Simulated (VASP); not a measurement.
# Ge3S4 (P-43m) in VASP: a series of runs, part 2 of 2

VASP 6.6.1. Earlier steps stand in the parts before.

### Step 4. Relaxation of cell and atoms, PBE

This run uses another cell than the first one, of 23.86 Å³/atom, 0.861 times its volume.

Input file INCAR:

```
SYSTEM = Ge3S4
PREC     = Accurate       ! precision mode
ENCUT    = 600            ! plane-wave cutoff, eV
EDIFF    = 1E-6           ! SCF threshold, eV
ISMEAR   = 0              ! smearing method
SIGMA    = 0.1            ! smearing width, eV
LREAL    = .FALSE.        ! projectors in reciprocal space
LASPH    = .TRUE.         ! aspherical terms in the spheres
NELM     = 100            ! most SCF steps
ALGO     = Normal         ! electronic algorithm
ISIF     = 3              ! what is computed and relaxed
LWAVE    = .FALSE.        ! write WAVECAR
LCHARG   = .FALSE.        ! write CHGCAR
GGA      = PE             ! functional
IBRION   = 2              ! ionic algorithm
NSW      = 100            ! ionic steps
EDIFFG   = -0.01          ! ionic threshold
```

Input file KPOINTS:

```
regular mesh
0
G
  8 8 8
  0 0 0
```

Input file POSCAR:

```
Ge3S4
1.0
    5.5068975400      0.0000000000      0.0000000000
    0.0000000000      5.5068975400      0.0000000000
    0.0000000000      0.0000000000      5.5068975400
Ge S
3 4
Direct
    0.0000000000      0.0000000000      0.5000000000
    0.5000000000      0.0000000000      0.0000000000
    0.0000000000      0.5000000000      0.0000000000
    0.2842946100      0.7157053900      0.2842946100
    0.7157053900      0.2842946100      0.2842946100
    0.2842946100      0.2842946100      0.7157053900
    0.7157053900      0.7157053900      0.7157053900
```

Potentials or basis: VASP PAW PBE potentials, release 64 (Ge_d, S).

Started as:

```console
$ cat potpaw_PBE.64/Ge_d/POTCAR potpaw_PBE.64/S/POTCAR > POTCAR
$ mpirun -np 1 vasp_std > vasp.out
```

OUTCAR:

```text
SYSTEM = Ge3S4
   PREC = Accurate
   ENCUT = 600
   EDIFF = 1E-6
   ISMEAR = 0
   LREAL = .FALSE.
   LASPH = .TRUE.
   NELM = 100
   ISIF = 3
   GGA = PE
   IBRION = 2
   NSW = 100
   EDIFFG = -0.01

 ion  position               nearest neighbor table
   1  0.000  0.000  0.500-   4 2.51   5 2.51   6 2.51   7 2.51
   2  0.500  0.000  0.000-   4 2.51   5 2.51   6 2.51   7 2.51
   3  0.000  0.500  0.000-   4 2.51   5 2.51   6 2.51   7 2.51
   4  0.284  0.716  0.284-   1 2.51   2 2.51   3 2.51
   5  0.716  0.284  0.284-   1 2.51   2 2.51   3 2.51
   6  0.284  0.284  0.716-   1 2.51   2 2.51   3 2.51
   7  0.716  0.716  0.716-   1 2.51   2 2.51   3 2.51

  LATTYP: Found a simple cubic cell.
 ALAT       =     5.5068975400

  Lattice vectors:

 A1 = (   5.5068975400,   0.0000000000,   0.0000000000)
 A2 = (   0.0000000000,   5.5068975400,   0.0000000000)
 A3 = (   0.0000000000,   0.0000000000,   5.5068975400)

Analysis of symmetry for initial positions (statically):
=====================================================================
 Subroutine PRICEL returns:
 Original cell was already a primitive cell.

[... 189 lines left out ...]
  Total        0.6123477      0.6123477      0.6123477     -0.0000000     -0.0000000      0.0000000
  in kB        5.8747265      5.8747265      5.8747265     -0.0000000     -0.0000000      0.0000000
  external PRESSURE =       5.8747265 kB  Pullay stress =       0.0000000 kB
[... 104 lines left out ...]
  FREE ENERGIE OF THE ION-ELECTRON SYSTEM (eV)
  ---------------------------------------------------
  free  energy   TOTEN  =       -29.6734814911 eV

  energy  without entropy=      -29.6323690512  energy(sigma->0) =      -29.65292527

[... ionic steps 4 to 14 ...]

--------------------------------------- Ionic step       15  -------------------------------------------

 number of electron      66.0000020 magnetization

------------------------ aborting loop because EDIFF is reached ----------------------------------------
[... 77 lines left out ...]
--------------------------------------- Ionic step       17  -------------------------------------------

 number of electron      66.0000037 magnetization

 Free energy of the ion-electron system (eV)
  ---------------------------------------------------
  ext. energy  EPLUGINS =         0.00000000
  ---------------------------------------------------
  free energy    TOTEN  =       -30.07962501 eV

  energy without entropy =      -30.04946709  energy(sigma->0) =      -30.06454605

 E-fermi :   2.9021     XC(G=0):  -8.3445

 val. band max:        2.8834879330   @ k =   0.1250   0.1250   0.1250
 cond. band min:       2.9165047547   @ k =   0.5000   0.1250   0.1250
 fundamental gap:      0.0330168217
 Fermi energy:         2.9021482058

 k-point     1 :       0.0000    0.0000    0.0000
  band No.  band energies     occupation
      1     -22.3579      2.00000
      2     -22.3579      2.00000
      3     -22.3579      2.00000
      4     -22.3518      2.00000
      5     -22.3518      2.00000
      6     -22.3518      2.00000
[... 997 lines left out ...]
     38       5.9818      0.00000
     39       6.2400      0.00000

 [... further k-points ...]
[... 5 lines left out ...]
  --------------------------------------------------------------------------------------
  -------------------------------------------------------------------------------------
  Total        0.0309225      0.0309225      0.0309225     -0.0000000     -0.0000000      0.0000000
  in kB        0.2553299      0.2553299      0.2553299     -0.0000000     -0.0000000      0.0000000
  external PRESSURE =       0.2553299 kB  Pullay stress =       0.0000000 kB
[... 22 lines left out ...]
  FREE ENERGIE OF THE ION-ELECTRON SYSTEM (eV)
  ---------------------------------------------------
  free  energy   TOTEN  =       -30.0796250131 eV

  energy  without entropy=      -30.0494670946  energy(sigma->0) =      -30.06454605

 reached required accuracy - stopping structural energy minimisation
```

OSZICAR:

```text
N       E                     dE             d eps       ncg     rms          rms(c)
DAV:   1     0.757468638365E+03    0.75747E+03   -0.33332E+04  3383   0.364E+03
DAV:   2     0.118997748099E+03   -0.63847E+03   -0.61712E+03  2746   0.998E+02
DAV:   3    -0.190025270967E+02   -0.13800E+03   -0.13438E+03  3300   0.233E+02
DAV:   4    -0.299826468730E+02   -0.10980E+02   -0.10729E+02  3258   0.718E+01
[... 165 lines left out ...]
DAV:   4    -0.300797119153E+02    0.21276E-02   -0.33658E-03  3446   0.431E-01    0.103E-01
DAV:   5    -0.300796504873E+02    0.61428E-04   -0.50103E-04  3183   0.192E-01    0.490E-02
DAV:   6    -0.300796272507E+02    0.23237E-04   -0.36316E-05  3686   0.381E-02    0.291E-02
DAV:   7    -0.300796256927E+02    0.15581E-05   -0.10310E-05  3885   0.347E-02    0.620E-03
DAV:   8    -0.300796250131E+02    0.67955E-06   -0.20397E-06  2309   0.972E-03
  17 F= -.30079625E+02 E0= -.30064546E+02  d E =-.596508E-02
```

CONTCAR:

```text
Ge3S4
   1.00000000000000
     5.7893253967843936    0.0000000000000000    0.0000000000000001
    -0.0000000000000000    5.7893253967843936    0.0000000000000001
    -0.0000000000000001   -0.0000000000000002    5.7893253967843936
  Ge              S
     3     4
Direct
     0.0000000000000000    0.0000000000000000    0.5000000000000000
     0.5000000000000000    0.0000000000000000    0.0000000000000000
     0.0000000000000000    0.5000000000000000    0.0000000000000000
     0.2418915703562422    0.7581084296437579    0.2418915703562422
     0.7581084296437579    0.2418915703562422    0.2418915703562422
     0.2418915703562422    0.2418915703562422    0.7581084296437579
     0.7581084296437579    0.7581084296437579    0.7581084296437579

  0.00000000E+00  0.00000000E+00  0.00000000E+00
  0.00000000E+00  0.00000000E+00  0.00000000E+00
  0.00000000E+00  0.00000000E+00  0.00000000E+00
  0.00000000E+00  0.00000000E+00  0.00000000E+00
  0.00000000E+00  0.00000000E+00  0.00000000E+00
  0.00000000E+00  0.00000000E+00  0.00000000E+00
  0.00000000E+00  0.00000000E+00  0.00000000E+00
```

It took 21 min on 1 thread of Intel Xeon 6975P-C (Granite Rapids), shared host; peak memory 0.47 GiB.

What came out:

- Free energy: -30.0796 eV
- Relaxed volume: 27.72 Å³/atom
- Relaxed cell: a = 5.789 Å, b = 5.789 Å, c = 5.789 Å, α = 90.00°, β = 90.00°, γ = 90.00°
- Space group after relaxing (to 0.05 Å): P-43m (No. 215)
- Energy gained by relaxing: 68.3 meV/atom
- Ionic steps: 17
- Pressure after relaxing: 0.0 GPa
- Largest force after relaxing: 0.005 eV/Å
- Band gap on the k mesh: zero (band 33 reaches 3.16 eV, above the bottom of band 34 at 1.40 eV)

Forces in eV/Å, atoms in the order of the input:
```
Ge   0.000  0.000  0.000
Ge   0.000  0.000  0.000
Ge   0.000  0.000  0.000
S   -0.003  0.003 -0.003
S    0.003 -0.003 -0.003
S   -0.003 -0.003  0.003
S    0.003  0.003  0.003
```

Step by step:
```tsv
step	energy change (eV)	largest force (eV/Å)	pressure (GPa)	volume (Å³)
1	0.0000	0.2917	0.59	167.00
2	-0.0224	0.3179	0.25	169.13
3	-0.0720	0.4177	-0.72	175.60
4	-0.1111	0.6286	-2.47	189.05
5	-0.1166	0.6293	-2.49	189.37
6	-0.1332	0.6330	-2.51	190.34
7	-0.1659	0.6328	-2.55	192.29
8	-0.2260	0.5983	-2.65	196.23
9	-0.2991	0.4519	-2.87	204.26
10	-0.3683	0.3674	-2.29	201.21
11	-0.4629	0.1553	-0.62	194.16
12	-0.4721	0.0534	0.21	191.06
13	-0.4722	0.0621	0.12	191.32
14	-0.4727	0.0594	0.12	191.44
15	-0.4741	0.0511	0.13	191.81
16	-0.4762	0.0358	0.09	192.55
17	-0.4782	0.0050	0.03	194.04
```

Final structure:
```cif
data_structure
_symmetry_space_group_name_H-M 'P 1'
_symmetry_Int_Tables_number 1
_cell_length_a 5.7893
_cell_length_b 5.7893
_cell_length_c 5.7893
_cell_angle_alpha 90.000
_cell_angle_beta 90.000
_cell_angle_gamma 90.000
_cell_volume 194.04
loop_
_atom_site_label
_atom_site_type_symbol
_atom_site_fract_x
_atom_site_fract_y
_atom_site_fract_z
_atom_site_occupancy
Ge1 Ge 0.00000 0.00000 0.50000 1
Ge2 Ge 0.50000 0.00000 0.00000 1
Ge3 Ge 0.00000 0.50000 0.00000 1
S1 S 0.24189 0.75811 0.24189 1
S2 S 0.75811 0.24189 0.24189 1
S3 S 0.24189 0.24189 0.75811 1
S4 S 0.75811 0.75811 0.75811 1
```

Levels at points of the mesh, in eV from the Fermi level:
```
           k point  band 30  band 31  band 32  band 33  band 34  band 35  band 36  band 37
(0.00, 0.00, 0.00)    -1.99    -1.99    -1.99    -0.18    -0.18     0.44     0.44     0.44
(0.50, 0.00, 0.00)    -2.28    -2.28    -0.68     0.26     0.56     0.82     2.40     2.67
(0.50, 0.50, 0.00)    -2.14    -2.14    -0.58    -0.58     0.26     2.43     2.87     2.87
(0.50, 0.50, 0.50)    -2.32    -2.32    -1.50    -1.50    -1.50     2.39     2.39     2.39
```

Caveat: the volume moved by over 15 % at a fixed basis, so the end points are rough.

### Step 5. Single point, PBE

Input file INCAR:

```
SYSTEM = Ge3S4
  PREC = Accurate
  ENCUT = 520
  EDIFF = 1E-6
  ISMEAR = 0
  SIGMA = 0.1
  LREAL = .False.
  LASPH = .True.
  NELM = 100
  ALGO = Normal
  ISIF = 2
  LWAVE = .False.
  LCHARG = .False.
  GGA = PE
  NBANDS = 42
```

Input file KPOINTS:

```
regular mesh
0
Gamma
  8 8 8
  0 0 0
```

Input file POSCAR:

```
Ge3S4
1.0
    5.7895631810      0.0000000000      0.0000000000
    0.0000000000      5.7895631810      0.0000000000
    0.0000000000      0.0000000000      5.7895631810
Ge S
3 4
Direct
    0.0000000000      0.0000000000      0.5000000000
    0.5000000000      0.0000000000      0.0000000000
    0.0000000000      0.5000000000      0.0000000000
    0.2416987492      0.7583012508      0.2416987492
    0.7583012508      0.2416987492      0.2416987492
    0.2416987492      0.2416987492      0.7583012508
    0.7583012508      0.7583012508      0.7583012508
```

Potentials or basis: VASP PAW PBE potentials, release 64 (Ge_d, S).

Started as:

```console
$ cat potpaw_PBE.64/Ge_d/POTCAR potpaw_PBE.64/S/POTCAR > POTCAR
$ mpirun -np 1 vasp_std > vasp.out
```

OUTCAR:

```text
SYSTEM = Ge3S4
   PREC = Accurate
   ENCUT = 520
   EDIFF = 1E-6
   ISMEAR = 0
   LREAL = .False.
   LASPH = .True.
   NELM = 100
   ISIF = 2
   GGA = PE

 ion  position               nearest neighbor table
   1  0.000  0.000  0.500-   4 2.48   5 2.48   6 2.48   7 2.48
   2  0.500  0.000  0.000-   4 2.48   5 2.48   6 2.48   7 2.48
   3  0.000  0.500  0.000-   4 2.48   5 2.48   6 2.48   7 2.48
   4  0.242  0.758  0.242-   1 2.48   2 2.48   3 2.48
   5  0.758  0.242  0.242-   1 2.48   2 2.48   3 2.48
[... 1291 lines left out ...]
  -------------------------------------------------------------------------------------
  Total        0.0131299      0.0131299      0.0131299      0.0000000      0.0000000     -0.0000000
  in kB        0.1084013      0.1084013      0.1084013      0.0000000      0.0000000     -0.0000000
  external PRESSURE =       0.1084013 kB  Pullay stress =       0.0000000 kB

 VOLUME and BASIS-vectors are now :
 -----------------------------------------------------------------------------
  energy-cutoff  :      520.00
  volume of cell :      194.06
      direct lattice vectors                 reciprocal lattice vectors
     5.789563181  0.000000000  0.000000000     0.172724603  0.000000000  0.000000000
     0.000000000  5.789563181  0.000000000     0.000000000  0.172724603  0.000000000
     0.000000000  0.000000000  5.789563181     0.000000000  0.000000000  0.172724603

 POSITION                                       TOTAL-FORCE (eV/Angst)
 -----------------------------------------------------------------------------------
      0.00000      0.00000      2.89478        -0.000000     -0.000000      0.000000
      2.89478      0.00000      0.00000         0.000000      0.000000      0.000000
      0.00000      2.89478      0.00000         0.000000      0.000000      0.000000
      1.39933      4.39023      1.39933         0.000797     -0.000797      0.000797
      4.39023      1.39933      1.39933        -0.000797      0.000797      0.000797
      1.39933      1.39933      4.39023         0.000797      0.000797     -0.000797
      4.39023      4.39023      4.39023        -0.000797     -0.000797     -0.000797
 -----------------------------------------------------------------------------------
    total drift:                                0.000000      0.000000     -0.000000

  FREE ENERGIE OF THE ION-ELECTRON SYSTEM (eV)
  ---------------------------------------------------
  free  energy   TOTEN  =       -30.0814374484 eV

  energy  without entropy=      -30.0513275935  energy(sigma->0) =      -30.06638252
```

OSZICAR:

```text
N       E                     dE             d eps       ncg     rms          rms(c)
DAV:   1     0.705428492332E+03    0.70543E+03   -0.30713E+04  3678   0.289E+03
DAV:   2     0.108581633219E+03   -0.59685E+03   -0.57081E+03  2956   0.829E+02
DAV:   3    -0.207064568342E+02   -0.12929E+03   -0.12522E+03  3556   0.207E+02
DAV:   4    -0.306984122411E+02   -0.99920E+01   -0.97994E+01  3448   0.655E+01
DAV:   5    -0.310863553197E+02   -0.38794E+00   -0.38485E+00  3756   0.124E+01    0.147E+01
DAV:   6    -0.301044016875E+02    0.98195E+00   -0.19795E+00  4010   0.808E+00    0.938E+00
DAV:   7    -0.300819051694E+02    0.22497E-01   -0.60948E-01  3678   0.300E+00    0.272E+00
DAV:   8    -0.300791385054E+02    0.27667E-02   -0.64272E-02  3940   0.169E+00    0.417E-01
DAV:   9    -0.300804797493E+02   -0.13412E-02   -0.77210E-03  3742   0.651E-01    0.204E-01
DAV:  10    -0.300811646812E+02   -0.68493E-03   -0.10180E-03  3988   0.167E-01    0.770E-02
DAV:  11    -0.300814159395E+02   -0.25126E-03   -0.24943E-04  3372   0.907E-02    0.280E-02
DAV:  12    -0.300814275870E+02   -0.11648E-04   -0.33139E-05  3600   0.347E-02    0.344E-02
DAV:  13    -0.300814377094E+02   -0.10122E-04   -0.20133E-05  3024   0.183E-02    0.129E-02
DAV:  14    -0.300814374484E+02    0.26102E-06   -0.87621E-07  2448   0.530E-03
   1 F= -.30081437E+02 E0= -.30066383E+02  d E =-.301099E-01
```

Run time: 2 min. Hardware: 1 thread of Intel Xeon 6975P-C (Granite Rapids), shared host; peak memory 0.42 GiB.

Results:

```yaml
Free_energy: -30.0814 eV
Pressure: 0.0 GPa
Band_gap_on_the_k_mesh: zero (band 33 reaches 3.16 eV, above the bottom of band 34 at 1.40 eV)
```

Levels at points of the mesh, in eV from the Fermi level:
```csv
k point,band 29,band 30,band 31,band 32,band 33,band 34,band 35,band 36,band 37,band 38
"(0.00, 0.00, 0.00)",-2.41,-1.99,-1.99,-1.99,-0.18,-0.18,0.43,0.43,0.43,3.32
"(0.50, 0.00, 0.00)",-2.65,-2.28,-2.28,-0.69,0.26,0.56,0.82,2.40,2.67,2.67
"(0.50, 0.50, 0.00)",-2.78,-2.14,-2.14,-0.59,-0.59,0.26,2.42,2.87,2.87,2.88
"(0.50, 0.50, 0.50)",-2.31,-2.31,-2.31,-1.51,-1.51,-1.51,2.39,2.39,2.39,3.19
```

### Step 6. Single point, PBE

This run uses another cell than the first one, of 23.86 Å³/atom, 0.861 times its volume.

Input file INCAR:

```
SYSTEM = Ge3S4
ALGO = Normal
EDIFF = 1E-6
ENCUT = 520
GGA = PE
ISIF = 2
ISMEAR = 0
LASPH = .True.
LCHARG = .False.
LREAL = .False.
LWAVE = .False.
NBANDS = 42
NELM = 100
PREC = Accurate
SIGMA = 0.1
```

Input file KPOINTS:

```
k-points
0
Gamma
  4 4 4
  0 0 0
```

Input file POSCAR:

```
Ge3S4
1.0
    5.5068975400      0.0000000000      0.0000000000
    0.0000000000      5.5068975400      0.0000000000
    0.0000000000      0.0000000000      5.5068975400
Ge S
3 4
Direct
    0.0000000000      0.0000000000      0.5000000000
    0.5000000000      0.0000000000      0.0000000000
    0.0000000000      0.5000000000      0.0000000000
    0.2842946100      0.7157053900      0.2842946100
    0.7157053900      0.2842946100      0.2842946100
    0.2842946100      0.2842946100      0.7157053900
    0.7157053900      0.7157053900      0.7157053900
```

Potentials or basis: VASP PAW PBE potentials, release 64 (Ge_d, S).

Started as:

```console
$ cat potpaw_PBE.64/Ge_d/POTCAR potpaw_PBE.64/S/POTCAR > POTCAR
$ mpirun -np 1 vasp_std > vasp.out
```

Wall time 35 s (1 thread of Intel Xeon 6975P-C (Granite Rapids), shared host); peak memory 0.27 GiB.

The run converged. Its results:

- Free energy: -29.5798 eV
- Pressure: 0.4 GPa
- Largest force: 0.370 eV/Å
- Band gap on the k mesh: zero (band 33 reaches 4.45 eV, above the bottom of band 34 at 2.98 eV)

Forces in eV/Å, atoms in the order of the input:
```
Ge   0.000  0.000  0.000
Ge   0.000  0.000  0.000
Ge   0.000  0.000  0.000
S   -0.214  0.214 -0.214
S    0.214 -0.214 -0.214
S   -0.214 -0.214  0.214
S    0.214  0.214  0.214
```

Levels at points of the mesh, in eV from the Fermi level:
```
           k point  band 31  band 32  band 33  band 34  band 35  band 36  band 37  band 38
(0.00, 0.00, 0.00)    -2.17    -1.66    -1.01    -1.01     0.77     0.77     0.77     2.50
(0.50, 0.00, 0.00)    -2.71    -0.18     0.00     0.79     0.99     1.95     2.50     2.50
(0.50, 0.50, 0.00)    -2.54    -0.24     0.34     0.34     1.86     2.86     2.86     2.95
(0.50, 0.50, 0.50)    -2.74    -1.13    -1.13    -1.13     1.68     2.40     2.40     3.24
```

### Step 7. Summary

```tsv
task	cell	k mesh	cutoff (eV)	gap on the mesh (eV)	pressure (GPa)	largest force (eV/Å)
relaxation of cell and atoms	relaxed from a = 5.790 Å, 7 atoms	8 × 8 × 8	600	none	0.0	-
single point	a = 5.790 Å, 7 atoms	8 × 8 × 8	520	none	0.0	-
relaxation of cell and atoms	relaxed from a = 5.507 Å, 7 atoms	8 × 8 × 8	600	none	0.0	0.01
single point	a = 5.507 Å, 7 atoms	4 × 4 × 4	520	none	0.4	0.37
```

Alike in all rows: level PBE; potentials or basis VASP PAW PBE potentials, release 64 (Ge_d, S); no spin polarisation; smearing gaussian 0.1 eV.

Caveats: the relaxation stopped at its first step, so nothing moved (some runs); the volume moved by over 15 % at a fixed basis, so the end points are rough (some runs).

Absolute energies hang on the potentials; compare differences alone.
